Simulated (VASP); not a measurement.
ZrF3, 4 atoms in the cell. The structure is orthorhombic, space group Cmmm (No. 65). Conventional cell: a = 2.997 Å, b = 4.128 Å, c = 8.239 Å, α = 90.00°, β = 90.00°, γ = 90.00°. Within 3.4 Å of Zr (site symmetry mmm) lie 6 Zr at 2.55 to 3.00 Å and 8 F at 2.57 to 2.93 Å. Within 3.3 Å of F (site symmetry mm2) lie 10 F at 2.53 to 3.00 Å and 4 Zr at 2.57 to 2.93 Å. Within 3.3 Å of F (site symmetry mmm) lie 14 F at 2.53 to 3.00 Å. 

| Quantity | Value |
| --- | --- |
| Program | VASP 6.6.1 |
| Task | single point |
| Functional | PBE |
| Potentials or basis | VASP PAW PBE potentials, release 64 (Zr_sv, F) |
| Cutoff | 520 eV |
| k mesh | 8 × 8 × 2 |
| Occupations | gaussian, width 0.1 eV |
| Spin | no spin polarisation |
| Dipole correction | no |
| Further INCAR settings | ALGO = Normal; EDIFF = 1e-06; NBANDS = 24 |

Potentials or basis: VASP PAW PBE potentials, release 64 (Zr_sv, F).

Launch:

```sh
$ cat potpaw_PBE.64/Zr_sv/POTCAR potpaw_PBE.64/F/POTCAR > POTCAR
$ mpirun -np 1 vasp_std > vasp.out
```

Hardware: 1 thread of Intel(R) Xeon(R) Platinum 8488C (Sapphire Rapids), with other jobs on the host.

Q: Estimate the wall time of this run.

A: It took 46 s on 1 thread of Intel(R) Xeon(R) Platinum 8488C (Sapphire Rapids), on a shared host, peak memory 0.18 GiB. Counts: scf iterations 15, k points 42.
